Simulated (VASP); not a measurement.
# Rh (Fm-3m) in VASP: further runs

Aim: see how the results for Rh move with the level of theory and the settings. Levels: r2SCAN, PBE-based screened hybrid with 25 % exact exchange. Tasks: single point.

Program: VASP 6.6.1. These are calculated values, not measurements. Logs are shortened: lines on timing, memory, paths and dates and some standing lists are left out, and cuts for length are marked.

## Step 1: The cell of the first run

It takes space group Fm-3m (No. 225, cubic). Conventional cell: a = 3.744 Å, b = 3.744 Å, c = 3.744 Å, α = 90.00°, β = 90.00°, γ = 90.00°. Rh (site symmetry m-3m) has 12 Rh at 2.65 Å within 3.5 Å.

## Step 2: Single point, r2SCAN

File POSCAR:

```
Rh
1.0
    0.0000000000      1.8722002341      1.8722002341
    1.8722002341      0.0000000000      1.8722002341
    1.8722002341      1.8722002341      0.0000000000
Rh
1
Direct
    0.0000000000      0.0000000000      0.0000000000
```

File INCAR.step1:

```
SYSTEM = Rh
ALGO     = Normal         ! electronic algorithm
EDIFF    = 1E-5           ! SCF threshold, eV
ENCUT    = 580            ! plane-wave cutoff, eV
GGA      = PE             ! functional
GGA_COMPAT= .False.      
ISMEAR   = -1             ! smearing method
LASPH    = .True.         ! aspherical terms in the spheres
LCHARG   = .False.        ! write CHGCAR
LREAL    = .False.        ! projectors in reciprocal space
LWAVE    = .True.         ! write WAVECAR
NBANDS   = 14             ! bands
NELM     = 120            ! most SCF steps
PREC     = Accurate       ! precision mode
SIGMA    = 0.05           ! smearing width, eV
```

File INCAR.step2:

```
SYSTEM = Rh
ALGO     = Normal         ! electronic algorithm
EDIFF    = 1E-6           ! SCF threshold, eV
ENCUT    = 580            ! plane-wave cutoff, eV
GGA_COMPAT= .False.      
ISIF     = 2              ! what is computed and relaxed
ISMEAR   = -1             ! smearing method
ISTART   = 1            
LASPH    = .True.         ! aspherical terms in the spheres
LCHARG   = .False.        ! write CHGCAR
LMIXTAU  = .True.       
LREAL    = .False.        ! projectors in reciprocal space
LWAVE    = .False.        ! write WAVECAR
METAGGA  = R2SCAN         ! meta-GGA
NBANDS   = 14             ! bands
NELM     = 120            ! most SCF steps
PREC     = Accurate       ! precision mode
SIGMA    = 0.05           ! smearing width, eV
```

File KPOINTS:

```
k-points
0
Gamma
  12 12 12
  0 0 0
```

Potentials or basis: VASP PAW PBE potentials, release 64 (Rh_sv_GW).

Run with:

```
$ cat potpaw_PBE.64/Rh_sv_GW/POTCAR > POTCAR
$ cp INCAR.step1 INCAR
$ mpirun -np 1 vasp_std > vasp.out
$ cp INCAR.step2 INCAR
$ mpirun -np 1 vasp_std > vasp.out
```

OUTCAR:

```text
SYSTEM = Rh
   EDIFF = 1E-6
   ENCUT = 580
   ISIF = 2
   ISMEAR = -1
   ISTART = 1
   LASPH = .True.
   LREAL = .False.
   METAGGA = R2SCAN
   NELM = 120
   PREC = Accurate

 ion  position               nearest neighbor table
   1  0.000  0.000  0.000-

  LATTYP: Found a face centered cubic cell.
 ALAT       =     3.7444004682

  Lattice vectors:

 A1 = (   0.0000000000,   1.8722002341,   1.8722002341)
 A2 = (   1.8722002341,   0.0000000000,   1.8722002341)
 A3 = (   1.8722002341,   1.8722002341,   0.0000000000)

Analysis of symmetry for initial positions (statically):
=====================================================================
 Subroutine PRICEL returns:
 Original cell was already a primitive cell.

 Routine SETGRP: Setting up the symmetry group for a
 face centered cubic supercell.

 Subroutine GETGRP returns: Found 48 space group operations
 (whereof 48 operations were pure point group operations)
 out of a pool of 48 trial point group operations.

The static configuration has the point symmetry O_h .

Analysis of symmetry for dynamics (positions and initial velocities):
=====================================================================
 Subroutine PRICEL returns:
 Original cell was already a primitive cell.

 Routine SETGRP: Setting up the symmetry group for a
 face centered cubic supercell.

 Subroutine GETGRP returns: Found 48 space group operations
 (whereof 48 operations were pure point group operations)
 out of a pool of 48 trial point group operations.

The dynamic configuration has the point symmetry O_h .

 Subroutine INISYM returns: Found 48 space group operations
 (whereof 48 operations are pure point group operations),
 and found     1 'primitive' translations

----------------------------------------------------------------------------------------

                                     Primitive cell

  volume of cell :      13.1246

  direct lattice vectors                    reciprocal lattice vectors
     0.000000000  1.872200234  1.872200234    -0.267065451  0.267065451  0.267065451
     1.872200234  0.000000000  1.872200234     0.267065451 -0.267065451  0.267065451
     1.872200234  1.872200234  0.000000000     0.267065451  0.267065451 -0.267065451

  length of vectors
     2.647690963  2.647690963  2.647690963     0.462570930  0.462570930  0.462570930

  position of ions in fractional coordinates (direct lattice)
     0.000000000  0.000000000  0.000000000

  ion indices of the primitive-cell ions
   primitive index   ion index
                 1           1

[... 77 lines left out ...]
   ISIF   =      2    stress and relaxation
   ISYM   =      2    0-nonsym 1-usesym 2-fastsym
   POTIM  = 0.5000    time-step for ionic-motion
   TEBEG  =    0.0;   TEEND  =   0.0 temperature during run
   PSTRESS=    0.0 pullay stress
   NELECT =      17.0000    total number of electrons
   NUPDOWN=      -1.0000    fix difference up-down
   EMIN   =  10.00;   EMAX   =-10.00  energy-range for DOS
   EFERMI =   0.00;   METHOD = LEGACY
   ISMEAR =    -1;   SIGMA  =   0.05  broadening in eV -4-tet -1-fermi 0-gaus
   EFERMI_NEDOS =   21; number of points for ismear=-14 and -15
   IALGO  =     38    algorithm
   IMIX   =      4    mixing-type and parameters
     AMIX     =   0.40;   BMIX     =  1.00
     AMIX_MAG =   1.60;   BMIX_MAG =  1.00
  volume/ion in A,a.u.               =      13.12        88.57
  Fermi-wavevector in a.u.,A,eV,Ry     =   1.784551  3.372311 43.329393  3.184621
  Thomas-Fermi vector in A             =   2.848514
   LORBIT       =      0    0 simple, 1 ext, 2 COOP (PROOUT), +10 PAW based schemes
   METAGGA = R2SCAN    functional components
   LHFCALC =     F    Hartree Fock is set to
   AEXX    =    0.0000 exact exchange contribution
   IVDW    =     0    specifies the selected vdW correction
   LEPSILON=     F    determine dielectric tensor
   LRPA    =     F    only Hartree local field effects (RPA)
 non-spin polarized calculation
  energy-cutoff  :      580.00
  volume of cell :       13.12
 maximum number of plane-waves:       444
 NGX is ok and might be reduce to    24
   NGX = 11   NGY = 11   NGZ = 11

 number of electron      17.0000003 magnetization

 Free energy of the ion-electron system (eV)
  ---------------------------------------------------
  ext. energy  EPLUGINS =         0.00000000
  ---------------------------------------------------
  free energy    TOTEN  =       -23.26249793 eV

  energy without entropy =      -23.25487548  energy(sigma->0) =      -23.25868670

 E-fermi :  11.5173     XC(G=0): -15.6329

 val. band max:       11.4458753963   @ k =  -0.3333   0.3333   0.0000
 cond. band min:      11.5296010625   @ k =   0.3333   0.1667   0.0000
 fundamental gap:      0.0837256662
 Fermi energy:        11.5173086131

 k-point     1 :       0.0000    0.0000    0.0000
  band No.  band energies     occupation
      1     -69.8444      2.00000
      2     -36.4017      2.00000
      3     -36.4017      2.00000
      4     -36.4017      2.00000
      5       2.9966      2.00000
      6       8.0880      2.00000
      7       8.0880      2.00000
      8       8.0880      2.00000
      9      10.3462      2.00000
     10      10.3462      2.00000
     11      27.9095      0.00000
     12      33.8122      0.00000
     13      33.8122      0.00000
     14      33.8122      0.00000
[... 377 lines left out ...]
      1     -69.6796      2.00000
      2     -37.2320      2.00000
      3     -36.6936      2.00000
      4     -36.5602      2.00000
      5       5.5648      2.00000
      6       7.3167      2.00000
      7       8.7050      2.00000
      8       9.2527      2.00000
      9      11.7828      0.00984
     10      16.0520      0.00000
     11      21.1719      0.00000
     12      28.4101      0.00000
     13      31.5028      0.00000
     14      33.3698      0.00000

 [... further k-points ...]
[... 5 lines left out ...]
  --------------------------------------------------------------------------------------
  -------------------------------------------------------------------------------------
  Total        0.9992382      0.9992382      0.9992382     -0.0000000     -0.0000000      0.0000000
  in kB      121.9811517    121.9811517    121.9811517     -0.0000000     -0.0000000      0.0000000
  external PRESSURE =     121.9811517 kB  Pullay stress =       0.0000000 kB

 VOLUME and BASIS-vectors are now :
 -----------------------------------------------------------------------------
  energy-cutoff  :      580.00
  volume of cell :       13.12
      direct lattice vectors                 reciprocal lattice vectors
     0.000000000  1.872200234  1.872200234    -0.267065451  0.267065451  0.267065451
     1.872200234  0.000000000  1.872200234     0.267065451 -0.267065451  0.267065451
     1.872200234  1.872200234  0.000000000     0.267065451  0.267065451 -0.267065451

 POSITION                                       TOTAL-FORCE (eV/Angst)
 -----------------------------------------------------------------------------------
      0.00000      0.00000      0.00000        -0.000000      0.000000     -0.000000
 -----------------------------------------------------------------------------------
    total drift:                               -0.000000      0.000000     -0.000000

  FREE ENERGIE OF THE ION-ELECTRON SYSTEM (eV)
  ---------------------------------------------------
  free  energy   TOTEN  =       -23.2624979267 eV

  energy  without entropy=      -23.2548754798  energy(sigma->0) =      -23.25868670
```

OSZICAR.step1:

```text
N       E                     dE             d eps       ncg     rms          rms(c)
DAV:   1     0.272193796884E+03    0.27219E+03   -0.10520E+04  2086   0.164E+03
DAV:   2     0.730638940728E+01   -0.26489E+03   -0.24269E+03  2016   0.664E+02
DAV:   3    -0.704165177775E+01   -0.14348E+02   -0.13754E+02  2942   0.154E+02
DAV:   4    -0.735976453039E+01   -0.31811E+00   -0.31785E+00  2368   0.246E+01
DAV:   5    -0.738135116528E+01   -0.21587E-01   -0.21586E-01  3402   0.594E+00    0.615E+01
DAV:   6    -0.640144265833E+01    0.97991E+00   -0.19382E+00  3150   0.327E+01    0.269E+01
DAV:   7    -0.636504364116E+01    0.36399E-01   -0.79329E-02  3318   0.411E+00    0.818E+00
DAV:   8    -0.636099638894E+01    0.40473E-02   -0.14082E-02  2472   0.329E+00    0.179E-01
DAV:   9    -0.636098267085E+01    0.13718E-04   -0.30465E-04  3116   0.364E-01    0.984E-02
DAV:  10    -0.636097427976E+01    0.83911E-05   -0.14507E-05  1792   0.703E-02
   1 F= -.63609743E+01 E0= -.63571384E+01  d E =-.767176E-02
```

It took 66 s on 1 thread of AMD EPYC 7R13 (Zen 3), shared host; peak memory 0.13 GiB.

Results:

```yaml
Free_energy: -23.2625 eV
Pressure: 12.2 GPa
Band_gap_on_the_k_mesh: zero (an odd number of electrons rules out a gap without spin polarisation)
```

Levels at points of the mesh, in eV from the Fermi level:
```tsv
k point	band 5	band 6	band 7	band 8	band 9	band 10	band 11	band 12
(0.00, 0.00, 0.00)	-8.52	-3.43	-3.43	-3.43	-1.17	-1.17	16.39	22.29
(0.50, 0.00, 0.00)	-6.75	-3.55	-3.55	0.61	0.61	0.84	9.59	16.02
(0.50, 0.50, 0.00)	-7.03	-6.63	0.53	1.10	1.10	3.54	13.48	14.22
```

Caveat: the cell stands under pressure; the PAW data sets were made with another functional, which shifts forces and pressure a little.

## Step 3: Single point, PBE-based screened hybrid with 25 % exact exchange

This run uses another cell than the first one, of 13.67 Å³/atom.

File POSCAR:

```
Rh
1.0
    0.0000000000      1.8978500000      1.8978500000
    1.8978500000      0.0000000000      1.8978500000
    1.8978500000      1.8978500000      0.0000000000
Rh
1
Direct
    0.0000000000      0.0000000000      0.0000000000
```

File INCAR.step1:

```
SYSTEM = Rh
PREC = Accurate
ENCUT = 520
EDIFF = 1E-5
ISMEAR = -1
SIGMA = 0.05
LREAL = .False.
LASPH = .True.
NELM = 100
ALGO = Normal
ISIF = 2
LWAVE = .True.
LCHARG = .False.
GGA = PE
NBANDS = 14
```

File INCAR.step2:

```
SYSTEM = Rh
PREC = Accurate
ENCUT = 520
EDIFF = 1E-6
ISMEAR = -1
SIGMA = 0.05
LREAL = .False.
LASPH = .True.
NELM = 100
ALGO = Normal
ISIF = 2
LWAVE = .False.
LCHARG = .False.
GGA = PE
LHFCALC = .True.
AEXX = 0.25
HFSCREEN = 0.3
PRECFOCK = Normal
ISTART = 1
NBANDS = 14
```

File KPOINTS:

```
Automatic mesh
0
Gamma
  6 6 6
  0 0 0
```

Potentials or basis: VASP PAW PBE potentials, release 64 (Rh_pv).

Run with:

```
$ cat potpaw_PBE.64/Rh_pv/POTCAR > POTCAR
$ cp INCAR.step1 INCAR
$ mpirun -np 1 vasp_std > vasp.out
$ cp INCAR.step2 INCAR
$ mpirun -np 1 vasp_std > vasp.out
```

Wall time 13 min (1 thread of AMD EPYC 7R13 (Zen 3), shared host); peak memory 0.2 GiB.

It converged, with:

* Free energy: -8.1075 eV
* Pressure: -1.0 GPa
* Band gap on the k mesh: zero (an odd number of electrons rules out a gap without spin polarisation)

Levels at points of the mesh, in eV from the Fermi level:
| k point | band 3 | band 4 | band 5 | band 6 | band 7 | band 8 | band 9 | band 10 | band 11 | band 12 |
| --- | --- | --- | --- | --- | --- | --- | --- | --- | --- | --- |
| (0.00, 0.00, 0.00) | -49.05 | -8.38 | -3.36 | -3.36 | -3.36 | -1.25 | -1.25 | 17.28 | 22.98 | 22.98 |
| (0.50, 0.00, 0.00) | -49.18 | -6.66 | -3.59 | -3.59 | 0.82 | 0.82 | 1.15 | 9.98 | 16.76 | 22.94 |
| (0.50, 0.50, 0.00) | -49.38 | -7.05 | -6.56 | 0.53 | 1.39 | 1.39 | 3.90 | 13.71 | 14.63 | 14.63 |

Caveat: the k points lie up to 0.48 Å⁻¹ apart, too coarse for converged energies and pressures of a metal; the PAW data sets were made with another functional, which shifts forces and pressure a little.

The gap in the log of VASP goes by the Fermi energy; the results here count the filled bands.